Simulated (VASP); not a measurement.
# TaSi2 (P6_422) in VASP: a series of runs

The runs below take TaSi2 through single point, with PBEsol.

All numbers are computed with VASP 6.6.1; they aren't measurements. Logs are shortened: lines on timing, memory, paths and dates and some standing lists are left out, and cuts for length are marked.

### 1 The cell of the first run

It takes space group P6_422 (No. 181, hexagonal). The conventional cell has a = 4.753 Å, b = 4.753 Å, c = 6.561 Å, α = 90.00°, β = 90.00°, γ = 120.00°. Ta (site symmetry 222) has 10 Si at 2.60 to 2.80 Å and 4 Ta at 3.23 Å within 3.4 Å. Within 3.4 Å of Si (site symmetry 2) lie 9 Si at 2.55 to 3.30 Å and 5 Ta at 2.60 to 2.80 Å.

### 2 Single point, PBEsol

Contents of INCAR:

```
SYSTEM = TaSi2
PREC = Accurate
ENCUT = 520
EDIFF = 1E-7
ISMEAR = -1
SIGMA = 0.05
LREAL = .FALSE.
LASPH = .TRUE.
NELM = 60
ALGO = Normal
ISIF = 2
LWAVE = .FALSE.
LCHARG = .FALSE.
GGA = PS
NBANDS = 38
```

Contents of KPOINTS:

```
regular mesh
0
G
  7 7 4
  0 0 0
```

Contents of POSCAR:

```
TaSi2
1.0
    4.7533019441      0.0000000000      0.0000000000
   -2.3766509720      4.1164802354      0.0000000000
    0.0000000000      0.0000000000      6.5612854942
Ta Si
3 6
Direct
    0.0000000000      0.5000000000      0.3333333333
    0.5000000000      0.5000000000      0.6666666667
    0.5000000000      0.0000000000      0.0000000000
    0.3191439198      0.1595719599      0.3333333333
    0.1595719599      0.8404280401      0.6666666667
    0.8404280401      0.6808560802      0.0000000000
    0.6808560802      0.8404280401      0.3333333333
    0.8404280401      0.1595719599      0.6666666667
    0.1595719599      0.3191439198      0.0000000000
```

Potentials or basis: VASP PAW PBE potentials, release 64 (Ta_pv, Si).

Started as:

```console
$ cat potpaw_PBE.64/Ta_pv/POTCAR potpaw_PBE.64/Si/POTCAR > POTCAR
$ mpirun -np 1 vasp_std > vasp.out
```

OUTCAR:

```text
SYSTEM = TaSi2
   PREC = Accurate
   ENCUT = 520
   EDIFF = 1E-7
   ISMEAR = -1
   LREAL = .FALSE.
   LASPH = .TRUE.
   NELM = 60
   ISIF = 2
   GGA = PS

 ion  position               nearest neighbor table
   1  0.000  0.500  0.333-   6 2.60   9 2.60   8 2.60   5 2.60   4 2.72   7 2.72   7 2.72   4 2.72
                             7 2.80   4 2.80   3 3.23   3 3.23   2 3.23   2 3.23
   2  0.500  0.500  0.667-   6 2.60   9 2.60   7 2.60   4 2.60   8 2.72   5 2.72   5 2.72   8 2.72
                             8 2.80   5 2.80   3 3.23   3 3.23   1 3.23   1 3.23
   3  0.500  0.000  0.000-   4 2.60   7 2.60   5 2.60   8 2.60   6 2.72   9 2.72   9 2.72   6 2.72
                             9 2.80   6 2.80   2 3.23   2 3.23   1 3.23   1 3.23
   4  0.319  0.160  0.333-   9 2.55   5 2.55   3 2.60   2 2.60   7 2.63   1 2.72   1 2.72   1 2.80
                             7 2.80   7 2.80
   5  0.160  0.840  0.667-   6 2.55   4 2.55   3 2.60   1 2.60   8 2.63   2 2.72   2 2.72   2 2.80
                             8 2.80   8 2.80
   6  0.840  0.681  0.000-   7 2.55   5 2.55   1 2.60   2 2.60   9 2.63   3 2.72   3 2.72   3 2.80
                             9 2.80   9 2.80
   7  0.681  0.840  0.333-   6 2.55   8 2.55   3 2.60   2 2.60   4 2.63   1 2.72   1 2.72   1 2.80
                             4 2.80   4 2.80
   8  0.840  0.160  0.667-   9 2.55   7 2.55   3 2.60   1 2.60   5 2.63   2 2.72   2 2.72   2 2.80
                             5 2.80   5 2.80
   9  0.160  0.319  0.000-   4 2.55   8 2.55   1 2.60   2 2.60   6 2.63   3 2.72   3 2.72   3 2.80
                             6 2.80   6 2.80

  LATTYP: Found a hexagonal cell.
 ALAT       =     4.7533019441
 C/A-ratio  =     1.3803637075

  Lattice vectors:

 A1 = (   4.7533019441,   0.0000000000,   0.0000000000)
 A2 = (  -2.3766509720,   4.1164802354,   0.0000000000)
 A3 = (   0.0000000000,   0.0000000000,   6.5612854942)

Analysis of symmetry for initial positions (statically):
=====================================================================
 Subroutine PRICEL returns:
 Original cell was already a primitive cell.

 Routine SETGRP: Setting up the symmetry group for a
 hexagonal supercell.

 Subroutine GETGRP returns: Found 12 space group operations
 (whereof  4 operations were pure point group operations)
 out of a pool of 24 trial point group operations.

The static configuration has the point symmetry D_2 .
 The point group associated with its full space group is D_6 .

Analysis of symmetry for dynamics (positions and initial velocities):
=====================================================================
 Subroutine PRICEL returns:
 Original cell was already a primitive cell.

 Routine SETGRP: Setting up the symmetry group for a
 hexagonal supercell.

 Subroutine GETGRP returns: Found 12 space group operations
 (whereof  4 operations were pure point group operations)
 out of a pool of 24 trial point group operations.

The dynamic configuration has the point symmetry D_2 .
 The point group associated with its full space group is D_6 .

 Subroutine INISYM returns: Found 12 space group operations
 (whereof  4 operations are pure point group operations),
 and found     1 'primitive' translations

----------------------------------------------------------------------------------------

                                     Primitive cell

  volume of cell :     128.3838

  direct lattice vectors                    reciprocal lattice vectors
     4.753301944  0.000000000  0.000000000     0.210380071  0.121462991  0.000000000
    -2.376650972  4.116480235  0.000000000     0.000000000  0.242925981  0.000000000
     0.000000000  0.000000000  6.561285494     0.000000000  0.000000000  0.152409158

  length of vectors
     4.753301944  4.753301944  6.561285494     0.242925981  0.242925981  0.152409158

  position of ions in fractional coordinates (direct lattice)
     0.000000000  0.500000000  0.333333333
     0.500000000  0.500000000  0.666666667
     0.500000000  0.000000000  0.000000000
     0.319143920  0.159571960  0.333333333
     0.159571960  0.840428040  0.666666667
     0.840428040  0.680856080  0.000000000
     0.680856080  0.840428040  0.333333333
     0.840428040  0.159571960  0.666666667
     0.159571960  0.319143920  0.000000000

  ion indices of the primitive-cell ions
   primitive index   ion index
                 1           1
                 2           2
                 3           3
                 4           4
                 5           5
                 6           6
                 7           7
                 8           8
                 9           9

----------------------------------------------------------------------------------------

 KPOINTS: regular mesh

Automatic generation of k-mesh.
 Grid dimensions read from file:
 generate k-points for:    7    7    4

 Generating k-lattice:

  Cartesian coordinates                     Fractional coordinates (reciprocal lattice)
     0.030054296  0.017351856  0.000000000     0.142857143  0.000000000  0.000000000
     0.000000000  0.034703712  0.000000000     0.000000000  0.142857143  0.000000000
     0.000000000  0.000000000  0.038102290     0.000000000  0.000000000  0.250000000

  Length of vectors
     0.034703712  0.034703712  0.038102290

  Shift w.r.t. Gamma in fractional coordinates (k-lattice)
     0.000000000  0.000000000  0.000000000

 Subroutine IBZKPT returns following result:
 ===========================================

 Found     24 irreducible k-points:

 Following reciprocal coordinates:
            Coordinates               Weight
  0.000000  0.000000  0.000000      1.000000
  0.142857  0.000000  0.000000      6.000000
  0.285714 -0.000000  0.000000      6.000000
  0.428571  0.000000  0.000000      6.000000
  0.142857  0.142857  0.000000      6.000000
  0.285714  0.142857  0.000000     12.000000
[... 16 lines left out ...]
  0.428571  0.142857  0.500000      6.000000
  0.285714  0.285714  0.500000      6.000000
   k-points           NKPTS =     24   k-points in BZ     NKDIM =     24   number of bands    NBANDS=     38
   number of dos      NEDOS =    301   number of ions     NIONS =      9
   total plane-waves  NPLWV =  64800
   dimension x,y,z NGX =    36 NGY =   36 NGZ =   50
   dimension x,y,z NGXF=    72 NGYF=   72 NGZF=  100
   ions per type =               3   6
   NGX,Y,Z   is equivalent  to a cutoff of  12.59, 12.59, 12.67 a.u.
   NGXF,Y,Z  is equivalent  to a cutoff of  25.18, 25.18, 25.34 a.u.
 SYSTEM =  TaSi2
   PREC   = accura    normal or accurate (medium, high low for compatibility)
   ISTART =      0    job   : 0-new  1-cont  2-samecut
   ICHARG =      2    charge: 1-file 2-atom 10-const
   ISPIN  =      1    spin polarized calculation?
   LNONCOLLINEAR =      F non collinear calculations
   LSORBIT =      F    spin-orbit coupling
   LASPH  =      T    aspherical Exc in radial PAW
   ENCUT  =  520.0 eV  38.22 Ry    6.18 a.u.   8.84  8.84 12.20*2*pi/ulx,y,z
   NELM   =     60;   NELMIN=  2; NELMDL= -5     # of ELM steps
   EDIFF  = 0.1E-06   stopping-criterion for ELM
   LREAL  =      F    real-space projection
   EDIFFG = 0.1E-05   stopping-criterion for IOM
   NSW    =      0    number of steps for IOM
   IBRION =     -1    ionic relax: 0-MD 1-quasi-New 2-CG
   NFREE  =      0    steps in history (QN), initial steepest desc. (CG)
   ISIF   =      2    stress and relaxation
   ISYM   =      2    0-nonsym 1-usesym 2-fastsym
   POTIM  = 0.5000    time-step for ionic-motion
   TEBEG  =    0.0;   TEEND  =   0.0 temperature during run
   PSTRESS=    0.0 pullay stress
   NELECT =      57.0000    total number of electrons
   NUPDOWN=      -1.0000    fix difference up-down
   EMIN   =  10.00;   EMAX   =-10.00  energy-range for DOS
   EFERMI =   0.00;   METHOD = LEGACY
   ISMEAR =    -1;   SIGMA  =   0.05  broadening in eV -4-tet -1-fermi 0-gaus
   EFERMI_NEDOS =   21; number of points for ismear=-14 and -15
   IALGO  =     38    algorithm
   IMIX   =      4    mixing-type and parameters
     AMIX     =   0.40;   BMIX     =  1.00
     AMIX_MAG =   1.60;   BMIX_MAG =  1.00
  volume/ion in A,a.u.               =      14.26        96.26
  Fermi-wavevector in a.u.,A,eV,Ry     =   1.248906  2.360090 21.221898  1.559766
  Thomas-Fermi vector in A             =   2.382971
   LORBIT       =      0    0 simple, 1 ext, 2 COOP (PROOUT), +10 PAW based schemes
   GGA     = PS    functional components
   LHFCALC =     F    Hartree Fock is set to
   AEXX    =    0.0000 exact exchange contribution
   IVDW    =     0    specifies the selected vdW correction
   LEPSILON=     F    determine dielectric tensor
   LRPA    =     F    only Hartree local field effects (RPA)
 non-spin polarized calculation
  energy-cutoff  :      520.00
  volume of cell :      128.38
 maximum number of plane-waves:      3480
 NGX is ok and might be reduce to    36
   NGX = 17   NGY = 17   NGZ = 25

 number of electron      56.9999998 magnetization

 Free energy of the ion-electron system (eV)
  ---------------------------------------------------
  ext. energy  EPLUGINS =         0.00000000
  ---------------------------------------------------
  free energy    TOTEN  =       -77.37126861 eV

  energy without entropy =      -77.34513216  energy(sigma->0) =      -77.35820038

 E-fermi :   9.4153     XC(G=0): -12.2158

 val. band max:        9.4073673445   @ k =   0.4286   0.1429   0.0000
 cond. band min:       9.4371833985   @ k =   0.2857   0.2857   0.5000
 fundamental gap:      0.0298160540
 Fermi energy:         9.4152646686

 k-point     1 :       0.0000    0.0000    0.0000
  band No.  band energies     occupation
      1     -24.8614      2.00000
      2     -24.8614      2.00000
      3     -24.8574      2.00000
      4     -24.7862      2.00000
      5     -24.7862      2.00000
      6     -24.6887      2.00000
[... 30 lines left out ...]
     37      13.4292      0.00000
     38      13.5262      0.00000
[... 941 lines left out ...]
     37      12.9238      0.00000
     38      13.2433      0.00000

------------------------ aborting loop because EDIFF is reached ----------------------------------------

  FORCE on cell =-STRESS in cart. coord.  units (eV):
  Direction    XX          YY          ZZ          XY          YZ          ZX
  --------------------------------------------------------------------------------------
  -------------------------------------------------------------------------------------
  Total        0.5316610      0.5316610      0.6236408      0.0000000     -0.0000000      0.0000000
  in kB        6.6349095      6.6349095      7.7827792      0.0000000     -0.0000000      0.0000000
  external PRESSURE =       7.0175327 kB  Pullay stress =       0.0000000 kB

 VOLUME and BASIS-vectors are now :
 -----------------------------------------------------------------------------
  energy-cutoff  :      520.00
  volume of cell :      128.38
      direct lattice vectors                 reciprocal lattice vectors
     4.753301944  0.000000000  0.000000000     0.210380071  0.121462991  0.000000000
    -2.376650972  4.116480235  0.000000000     0.000000000  0.242925981  0.000000000
     0.000000000  0.000000000  6.561285494     0.000000000  0.000000000  0.152409158

 POSITION                                       TOTAL-FORCE (eV/Angst)
 -----------------------------------------------------------------------------------
     -1.18833      2.05824      2.18710        -0.000000      0.000000      0.000000
      1.18833      2.05824      4.37419        -0.000000     -0.000000      0.000000
      2.37665      0.00000      0.00000        -0.000000      0.000000     -0.000000
      1.13774      0.65687      2.18710        -0.000294     -0.000169     -0.000000
     -1.23891      3.45961      4.37419        -0.000294      0.000169     -0.000000
      2.37665      2.80273      0.00000         0.000000      0.000339     -0.000000
      1.23891      3.45961      2.18710         0.000294      0.000169     -0.000000
      3.61556      0.65687      4.37419         0.000294     -0.000169     -0.000000
      0.00000      1.31375      0.00000        -0.000000     -0.000339     -0.000000
 -----------------------------------------------------------------------------------
    total drift:                                0.000000      0.000000      0.000000

  FREE ENERGIE OF THE ION-ELECTRON SYSTEM (eV)
  ---------------------------------------------------
  free  energy   TOTEN  =       -77.3712686080 eV

  energy  without entropy=      -77.3451321557  energy(sigma->0) =      -77.35820038
```

It took 1.9 min on 1 thread of Intel Xeon 6975P-C, shared host; peak memory 0.29 GiB.

What came out:

| Item | Value |
| --- | --- |
| Free energy | -77.3713 eV |
| Pressure | 0.7 GPa |

Stress tensor (GPa, compression positive):
```
0.66 0.00 0.00
0.00 0.66 0.00
0.00 0.00 0.78
```

Levels at points of the mesh, in eV from the Fermi level:
```
           k point  band 26  band 27  band 28  band 29  band 30  band 31  band 32  band 33
(0.00, 0.00, 0.00)    -2.38    -2.22    -2.22    -1.48     0.69     3.04     3.04     3.53
(0.00, 0.00, 0.50)    -1.95    -1.76    -1.76     1.10     1.10     2.71     2.71     3.45
```

Caveat: the PAW data sets were made with another functional, which shifts forces and pressure a little; spin-orbit coupling is left out, which moves the levels of the heavy elements.

### 3 Single point, PBEsol

Contents of INCAR:

```
PREC = Accurate ; ENCUT = 520
EDIFF = 1E-6 ; ISMEAR = -1
SIGMA = 0.05 ; LREAL = False
LASPH = True ; NELM = 60
ALGO = Normal ; ISIF = 2
LWAVE = False ; LCHARG = False
GGA = PS ; NBANDS = 38
```

Contents of KPOINTS:

```
regular mesh
0
Gamma
  7 7 4
```

Contents of POSCAR:

```
TaSi2
1.0
    4.7553976285      0.0000000000      0.0000000000
   -2.3776988143      4.1182951514      0.0000000000
    0.0000000000      0.0000000000      6.5635662399
Ta Si
3 6
Direct
    0.0000000000      0.5000000000      0.3333333333
    0.5000000000      0.5000000000      0.6666666667
    0.5000000000      0.0000000000      0.0000000000
    0.3191501839      0.1595750919      0.3333333333
    0.1595750919      0.8404249081      0.6666666667
    0.8404249081      0.6808498161      0.0000000000
    0.6808498161      0.8404249081      0.3333333333
    0.8404249081      0.1595750919      0.6666666667
    0.1595750919      0.3191501839      0.0000000000
```

Potentials or basis: VASP PAW PBE potentials, release 64 (Ta_pv, Si).

Started as:

```console
$ cat potpaw_PBE.64/Ta_pv/POTCAR potpaw_PBE.64/Si/POTCAR > POTCAR
$ mpirun -np 1 vasp_std > vasp.out
```

It took 1.8 min on 1 thread of Intel Xeon 6975P-C, shared host; peak memory 0.29 GiB.

Results (log left out):

```
Free energy : -77.3719 eV
Pressure    : 0.5 GPa
```

Stress tensor (GPa, compression positive):
```
0.42 0.00 0.00
0.00 0.42 0.00
0.00 0.00 0.53
```

Levels at points of the mesh, in eV from the Fermi level:
| k point | band 26 | band 27 | band 28 | band 29 | band 30 | band 31 | band 32 | band 33 |
| --- | --- | --- | --- | --- | --- | --- | --- | --- |
| (0.00, 0.00, 0.00) | -2.38 | -2.22 | -2.22 | -1.48 | 0.69 | 3.04 | 3.04 | 3.52 |
| (0.00, 0.00, 0.50) | -1.95 | -1.76 | -1.76 | 1.10 | 1.10 | 2.71 | 2.71 | 3.44 |

Caveat: the PAW data sets were made with another functional, which shifts forces and pressure a little; spin-orbit coupling is left out, which moves the levels of the heavy elements.
